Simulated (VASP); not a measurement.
# Ti3O4 (Cmmm) in VASP: further runs

Runs on Ti3O4. Level: PBEsol. Tasks: single point.

Everything below comes from runs of VASP 6.6.1. Logs are shortened: lines on timing, memory, paths and dates and some standing lists are left out, and cuts for length are marked.

## 1. The cell of the first run

It takes space group Cmmm (No. 65, orthorhombic). The conventional cell has a = 5.680 Å, b = 8.061 Å, c = 2.969 Å, α = 90.00°, β = 90.00°, γ = 90.00°. Within 2.7 Å of Ti (site symmetry mmm) lie 6 O at 2.00 to 2.09 Å. Within 2.7 Å of Ti (site symmetry 2/m) lie 6 O at 2.02 to 2.06 Å. O (site symmetry 2mm) has 4 Ti at 2.00 to 2.02 Å and 1 O at 2.69 Å within 2.7 Å. O (site symmetry m2m) has 5 Ti at 2.06 to 2.09 Å within 2.7 Å.

## 2. Single point, PBEsol (strain -0.0250 x Voigt [1, 0, 0, 0, 0, 0])

Contents of INCAR:

```
SYSTEM = Ti3O4
  PREC = Accurate
  ENCUT = 520
  EDIFF = 1E-7
  ISMEAR = 0
  SIGMA = 0.15
  LREAL = .FALSE.
  LASPH = .TRUE.
  NELM = 80
  ALGO = Normal
  ISIF = 2
  LWAVE = .FALSE.
  LCHARG = .FALSE.
  GGA = PS
  NBANDS = 39
```

Contents of KPOINTS:

```
Automatic mesh
0
G
  8 8 14
  0 0 0
```

Contents of POSCAR:

```
Ti3O4
1.0
    2.8399958229     -4.0303540220      0.0000000000
    2.8399958229      4.0303540220      0.0000000000
    0.0000000000      0.0000000000      2.9690273773
Ti O
3 4
Direct
    0.0000000000      0.0000000000      0.5000000000
    0.5000000000      0.0000000000      0.0000000000
    0.0000000000      0.5000000000      0.0000000000
    0.7627833111      0.7627833111      0.0000000000
    0.2588765548      0.7411234452      0.5000000000
    0.2372166889      0.2372166889      0.0000000000
    0.7411234452      0.2588765548      0.5000000000
```

Potentials or basis: VASP PAW PBE potentials, release 64 (Ti_sv, O).

Started as:

```sh
cat potpaw_PBE.64/Ti_sv/POTCAR potpaw_PBE.64/O/POTCAR > POTCAR
mpirun -np 1 vasp_std > vasp.out
```

OUTCAR:

```text
SYSTEM = Ti3O4
   PREC = Accurate
   ENCUT = 520
   EDIFF = 1E-7
   ISMEAR = 0
   LREAL = .FALSE.
   LASPH = .TRUE.
   NELM = 80
   ISIF = 2
   GGA = PS

 ion  position               nearest neighbor table
   1  0.000  0.000  0.500-   4 2.00   6 2.00   4 2.00   6 2.00   5 2.09   7 2.09   2 2.88   3 2.88
                             2 2.88   3 2.88   3 2.88   3 2.88   2 2.88   2 2.88
   2  0.500  0.000  0.000-   4 2.02   6 2.02   5 2.06   7 2.06   5 2.06   7 2.06   3 2.84   3 2.84
                             1 2.88   1 2.88   1 2.88   1 2.88
   3  0.000  0.500  0.000-   4 2.02   6 2.02   5 2.06   7 2.06   5 2.06   7 2.06   2 2.84   2 2.84
                             1 2.88   1 2.88   1 2.88   1 2.88
   4  0.763  0.763  0.000-   1 2.00   1 2.00   3 2.02   2 2.02
   5  0.259  0.741  0.500-   2 2.06   3 2.06   2 2.06   3 2.06   1 2.09
   6  0.237  0.237  0.000-   1 2.00   1 2.00   3 2.02   2 2.02
   7  0.741  0.259  0.500-   2 2.06   3 2.06   2 2.06   3 2.06   1 2.09

  LATTYP: Found a base centered orthorhombic cell.
 ALAT       =     5.6799916458
 B/A-ratio  =     1.4191408274
 C/A-ratio  =     0.5227168564

  Lattice vectors:

 A1 = (   2.8399958229,  -4.0303540220,   0.0000000000)
 A2 = (   2.8399958229,   4.0303540220,   0.0000000000)
 A3 = (   0.0000000000,   0.0000000000,   2.9690273773)

Analysis of symmetry for initial positions (statically):
=====================================================================
 Subroutine PRICEL returns:
 Original cell was already a primitive cell.

 Routine SETGRP: Setting up the symmetry group for a
 base centered orthorhombic supercell.

 Subroutine GETGRP returns: Found  8 space group operations
 (whereof  8 operations were pure point group operations)
 out of a pool of  8 trial point group operations.

The static configuration has the point symmetry D_2h.

Analysis of symmetry for dynamics (positions and initial velocities):
=====================================================================
 Subroutine PRICEL returns:
 Original cell was already a primitive cell.

 Routine SETGRP: Setting up the symmetry group for a
 base centered orthorhombic supercell.

 Subroutine GETGRP returns: Found  8 space group operations
 (whereof  8 operations were pure point group operations)
 out of a pool of  8 trial point group operations.

The dynamic configuration has the point symmetry D_2h.

 Subroutine INISYM returns: Found  8 space group operations
 (whereof  8 operations are pure point group operations),
 and found     1 'primitive' translations

----------------------------------------------------------------------------------------

                                     Primitive cell

  volume of cell :      67.9681

  direct lattice vectors                    reciprocal lattice vectors
     2.839995823 -4.030354022  0.000000000     0.176056597 -0.124058581  0.000000000
     2.839995823  4.030354022  0.000000000     0.176056597  0.124058581  0.000000000
     0.000000000  0.000000000  2.969027377     0.000000000  0.000000000  0.336810636

  length of vectors
     4.930449251  4.930449251  2.969027377     0.215375154  0.215375154  0.336810636

  position of ions in fractional coordinates (direct lattice)
     0.000000000  0.000000000  0.500000000
     0.500000000  0.000000000  0.000000000
     0.000000000  0.500000000  0.000000000
     0.762783311  0.762783311  0.000000000
     0.258876555  0.741123445  0.500000000
     0.237216689  0.237216689  0.000000000
     0.741123445  0.258876555  0.500000000

  ion indices of the primitive-cell ions
   primitive index   ion index
                 1           1
                 2           2
                 3           3
                 4           4
                 5           5
                 6           6
                 7           7

----------------------------------------------------------------------------------------

 KPOINTS: Automatic mesh

Automatic generation of k-mesh.
 Grid dimensions read from file:
 generate k-points for:    8    8   14

 Generating k-lattice:

  Cartesian coordinates                     Fractional coordinates (reciprocal lattice)
     0.022007075 -0.015507323  0.000000000     0.125000000  0.000000000  0.000000000
     0.022007075  0.015507323  0.000000000     0.000000000  0.125000000  0.000000000
     0.000000000  0.000000000  0.024057903     0.000000000  0.000000000  0.071428571

  Length of vectors
     0.026921894  0.026921894  0.024057903

  Shift w.r.t. Gamma in fractional coordinates (k-lattice)
     0.000000000  0.000000000  0.000000000

 Subroutine IBZKPT returns following result:
 ===========================================

 Found    168 irreducible k-points:

 Following reciprocal coordinates:
            Coordinates               Weight
  0.000000  0.000000  0.000000      1.000000
  0.125000  0.000000  0.000000      4.000000
  0.250000  0.000000  0.000000      4.000000
  0.375000  0.000000  0.000000      4.000000
  0.500000  0.000000  0.000000      2.000000
  0.125000  0.125000  0.000000      2.000000
[... 16 lines left out ...]
  0.125000  0.000000  0.071429      8.000000
  0.250000  0.000000  0.071429      8.000000
 [... further k-points ...]
   k-points           NKPTS =    168   k-points in BZ     NKDIM =    168   number of bands    NBANDS=     39
   number of dos      NEDOS =    301   number of ions     NIONS =      7
   total plane-waves  NPLWV =  38400
   dimension x,y,z NGX =    40 NGY =   40 NGZ =   24
   dimension x,y,z NGXF=    80 NGYF=   80 NGZF=   48
   ions per type =               3   4
   NGX,Y,Z   is equivalent  to a cutoff of  13.49, 13.49, 13.44 a.u.
   NGXF,Y,Z  is equivalent  to a cutoff of  26.97, 26.97, 26.88 a.u.
 SYSTEM =  Ti3O4
   PREC   = accura    normal or accurate (medium, high low for compatibility)
   ISTART =      0    job   : 0-new  1-cont  2-samecut
   ICHARG =      2    charge: 1-file 2-atom 10-const
   ISPIN  =      1    spin polarized calculation?
   LNONCOLLINEAR =      F non collinear calculations
   LSORBIT =      F    spin-orbit coupling
   LASPH  =      T    aspherical Exc in radial PAW
   ENCUT  =  520.0 eV  38.22 Ry    6.18 a.u.   9.17  9.17  5.52*2*pi/ulx,y,z
   NELM   =     80;   NELMIN=  2; NELMDL= -5     # of ELM steps
   EDIFF  = 0.1E-06   stopping-criterion for ELM
   LREAL  =      F    real-space projection
   EDIFFG = 0.1E-05   stopping-criterion for IOM
   NSW    =      0    number of steps for IOM
   IBRION =     -1    ionic relax: 0-MD 1-quasi-New 2-CG
   NFREE  =      0    steps in history (QN), initial steepest desc. (CG)
   ISIF   =      2    stress and relaxation
   ISYM   =      2    0-nonsym 1-usesym 2-fastsym
   POTIM  = 0.5000    time-step for ionic-motion
   TEBEG  =    0.0;   TEEND  =   0.0 temperature during run
   PSTRESS=    0.0 pullay stress
   NELECT =      60.0000    total number of electrons
   NUPDOWN=      -1.0000    fix difference up-down
   EMIN   =  10.00;   EMAX   =-10.00  energy-range for DOS
   EFERMI =   0.00;   METHOD = LEGACY
   ISMEAR =     0;   SIGMA  =   0.15  broadening in eV -4-tet -1-fermi 0-gaus
   EFERMI_NEDOS =   21; number of points for ismear=-14 and -15
   IALGO  =     38    algorithm
   IMIX   =      4    mixing-type and parameters
     AMIX     =   0.40;   BMIX     =  1.00
     AMIX_MAG =   1.60;   BMIX_MAG =  1.00
  volume/ion in A,a.u.               =       9.71        65.52
  Fermi-wavevector in a.u.,A,eV,Ry     =   1.570448  2.967716 33.556141  2.466307
  Thomas-Fermi vector in A             =   2.672180
   LORBIT       =      0    0 simple, 1 ext, 2 COOP (PROOUT), +10 PAW based schemes
   GGA     = PS    functional components
   LHFCALC =     F    Hartree Fock is set to
   AEXX    =    0.0000 exact exchange contribution
   IVDW    =     0    specifies the selected vdW correction
   LEPSILON=     F    determine dielectric tensor
   LRPA    =     F    only Hartree local field effects (RPA)
 non-spin polarized calculation
 Gauss-broadening in eV      SIGMA  =   0.15
  energy-cutoff  :      520.00
  volume of cell :       67.97
 maximum number of plane-waves:      1850
 NGX is ok and might be reduce to    40
   NGX = 19   NGY = 19   NGZ = 11

 number of electron      59.9999982 magnetization

 Free energy of the ion-electron system (eV)
  ---------------------------------------------------
  ext. energy  EPLUGINS =         0.00000000
  ---------------------------------------------------
  free energy    TOTEN  =       -65.88140259 eV

  energy without entropy =      -65.85480057  energy(sigma->0) =      -65.86810158

 E-fermi :   9.8438     XC(G=0): -12.5431

 val. band max:        9.8368294527   @ k =   0.5000   0.2500   0.2857
 cond. band min:       9.8459542492   @ k =   0.5000   0.0000   0.1429
 fundamental gap:      0.0091247966
 Fermi energy:         9.8438328677

 k-point     1 :       0.0000    0.0000    0.0000
  band No.  band energies     occupation
      1     -48.0447      2.00000
      2     -47.9518      2.00000
      3     -47.7866      2.00000
      4     -25.0278      2.00000
      5     -24.8084      2.00000
      6     -24.4953      2.00000
[... 31 lines left out ...]
     38      12.0301      0.00000
     39      12.1006      0.00000

 k-point     2 :       0.1250    0.0000    0.0000
  band No.  band energies     occupation
      1     -48.0407      2.00000
      2     -47.9544      2.00000
      3     -47.7882      2.00000
      4     -25.0017      2.00000
      5     -24.7971      2.00000
      6     -24.4888      2.00000
[... 31 lines left out ...]
     38      11.9850      0.00000
     39      12.0591      0.00000

 k-point     3 :       0.2500    0.0000    0.0000
  band No.  band energies     occupation
      1     -48.0295      2.00000
      2     -47.9621      2.00000
      3     -47.7920      2.00000
      4     -24.9337      2.00000
      5     -24.7618      2.00000
      6     -24.4684      2.00000
[... 832 lines left out ...]
 k-point    23 :       0.1250    0.0000    0.0714
  band No.  band energies     occupation
      1     -48.0375      2.00000
      2     -47.9525      2.00000
      3     -47.7872      2.00000
      4     -24.9895      2.00000
      5     -24.7860      2.00000
      6     -24.4852      2.00000
[... 31 lines left out ...]
     38      11.9319      0.00000
     39      12.0493      0.00000

 k-point    24 :       0.2500    0.0000    0.0714
  band No.  band energies     occupation
      1     -48.0265      2.00000
      2     -47.9602      2.00000
      3     -47.7908      2.00000
      4     -24.9228      2.00000
      5     -24.7532      2.00000
      6     -24.4672      2.00000
[... 31 lines left out ...]
     38      11.9762      0.00000
     39      12.1685      0.00000

 [... further k-points ...]

------------------------ aborting loop because EDIFF is reached ----------------------------------------

  FORCE on cell =-STRESS in cart. coord.  units (eV):
  Direction    XX          YY          ZZ          XY          YZ          ZX
  --------------------------------------------------------------------------------------
  -------------------------------------------------------------------------------------
  Total        4.2134295      1.3767143      3.2183218     -0.0000000      0.0000000      0.0000000
  in kB       99.3210321     32.4525862     75.8638625     -0.0000000      0.0000000      0.0000000
  external PRESSURE =      69.2124936 kB  Pullay stress =       0.0000000 kB

 VOLUME and BASIS-vectors are now :
 -----------------------------------------------------------------------------
  energy-cutoff  :      520.00
  volume of cell :       67.97
      direct lattice vectors                 reciprocal lattice vectors
     2.839995823 -4.030354022  0.000000000     0.176056597 -0.124058581  0.000000000
     2.839995823  4.030354022  0.000000000     0.176056597  0.124058581  0.000000000
     0.000000000  0.000000000  2.969027377     0.000000000  0.000000000  0.336810636

 POSITION                                       TOTAL-FORCE (eV/Angst)
 -----------------------------------------------------------------------------------
      0.00000      0.00000      1.48451         0.000000     -0.000000      0.000000
      1.42000     -2.01518      0.00000         0.000000     -0.000000      0.000000
      1.42000      2.01518      0.00000         0.000000     -0.000000      0.000000
      4.33260      0.00000      0.00000        -0.410593     -0.000000      0.000000
      2.84000      1.94363      1.48451         0.000000     -0.041000     -0.000000
      1.34739      0.00000      0.00000         0.410593     -0.000000      0.000000
      2.84000     -1.94363      1.48451         0.000000      0.041000      0.000000
 -----------------------------------------------------------------------------------
    total drift:                                0.000000     -0.000000      0.000000

  FREE ENERGIE OF THE ION-ELECTRON SYSTEM (eV)
  ---------------------------------------------------
  free  energy   TOTEN  =       -65.8814025891 eV

  energy  without entropy=      -65.8548005733  energy(sigma->0) =      -65.86810158
```

Run time: 4.5 min. Hardware: 1 thread of Intel Xeon 6975P-C (Granite Rapids), shared host; peak memory 0.43 GiB.

What came out:

| Property | Result |
| --- | --- |
| Free energy | -65.8814 eV |
| Pressure | 6.9 GPa |
| Largest force | 0.411 eV/Å |
| Band gap on the k mesh | zero (bands 30 and 31 overlap by 1.14 eV) |

Forces on the atoms (eV/Å):
```
Ti   0.000  0.000  0.000
Ti   0.000  0.000  0.000
Ti   0.000  0.000  0.000
O   -0.411  0.000  0.000
O    0.000 -0.041  0.000
O    0.411  0.000  0.000
O    0.000  0.041  0.000
```

Caveat: the cell differs from its parent crystal (strain -0.0250 x Voigt [1, 0, 0, 0, 0, 0]); the stress differs along the axes, from 3 to 10 GPa; the PAW data sets were made with another functional, which shifts forces and pressure a little; semilocal functionals often make such compounds metallic where correlation or magnetic order opens a gap, which also shifts bond lengths.

## 3. Single point, PBEsol (strain +0.0250 x Voigt [1, 0, 0, 0, 0, 0])

Contents of INCAR:

```
SYSTEM = Ti3O4
PREC = Accurate ; ENCUT = 520
EDIFF = 1E-7 ; ISMEAR = 0
SIGMA = 0.15 ; LREAL = .False.
LASPH = .True. ; NELM = 80
ALGO = Normal ; ISIF = 2
LWAVE = .False. ; LCHARG = .True.
GGA = PS ; LELF = .True.
LVHAR = .True. ; NBANDS = 39
```

Contents of KPOINTS:

```
Automatic mesh
0
Gamma
  8 8 14
  0 0 0
```

Changes to POSCAR since step 2:

```diff
@@ -2,4 +2,4 @@
 1.0
-    2.8399958229     -4.0303540220      0.0000000000
-    2.8399958229      4.0303540220      0.0000000000
+    2.9856366343     -4.0303540220      0.0000000000
+    2.9856366343      4.0303540220      0.0000000000
     0.0000000000      0.0000000000      2.9690273773
```

Potentials or basis: VASP PAW PBE potentials, release 64 (Ti_sv, O).

Started as:

```sh
cat potpaw_PBE.64/Ti_sv/POTCAR potpaw_PBE.64/O/POTCAR > POTCAR
mpirun -np 1 vasp_std > vasp.out
```

Wall time 4.8 min (1 thread of Intel Xeon 6975P-C (Granite Rapids), shared host); peak memory 0.45 GiB.

Results (log left out):

```
Free energy            : -65.9006 eV
Pressure               : -4.5 GPa
Largest force          : 0.307 eV/Å
Band gap on the k mesh : zero (bands 30 and 31 overlap by 1.13 eV)
```

Forces on the atoms (eV/Å):
```
Ti   0.000  0.000  0.000
Ti   0.000  0.000  0.000
Ti   0.000  0.000  0.000
O    0.307  0.000  0.000
O    0.000  0.056  0.000
O   -0.307  0.000  0.000
O    0.000 -0.056  0.000
```

Stress tensor (GPa, compression positive):
```
-7.63  0.00  0.00
 0.00 -1.71  0.00
 0.00  0.00 -4.25
```

Levels at points of the mesh, in eV from the Fermi level:
| k point | band 27 | band 28 | band 29 | band 30 | band 31 | band 32 | band 33 | band 34 |
| --- | --- | --- | --- | --- | --- | --- | --- | --- |
| (0.00, 0.00, 0.00) | -4.02 | -3.93 | -2.52 | -0.33 | -0.12 | 0.37 | 0.83 | 1.23 |
| (0.50, 0.00, 0.00) | -4.41 | -4.08 | -0.82 | -0.64 | 0.24 | 0.39 | 0.53 | 0.93 |
| (0.50, 0.50, 0.00) | -4.72 | -4.64 | -2.25 | 0.00 | 0.67 | 0.74 | 0.98 | 1.03 |
| (0.00, 0.00, 0.50) | -5.51 | -5.10 | 0.53 | 0.59 | 0.65 | 0.69 | 0.71 | 0.78 |
| (0.50, 0.00, 0.50) | -5.16 | -4.59 | -0.81 | -0.66 | 0.41 | 0.49 | 1.68 | 1.69 |
| (0.50, 0.50, 0.50) | -4.86 | -4.79 | -2.30 | -2.00 | 1.34 | 1.45 | 1.63 | 1.78 |

Caveat: the cell differs from its parent crystal (strain +0.0250 x Voigt [1, 0, 0, 0, 0, 0]); the stress differs along the axes, from -8 to -2 GPa; the PAW data sets were made with another functional, which shifts forces and pressure a little; semilocal functionals often make such compounds metallic where correlation or magnetic order opens a gap, which also shifts bond lengths.
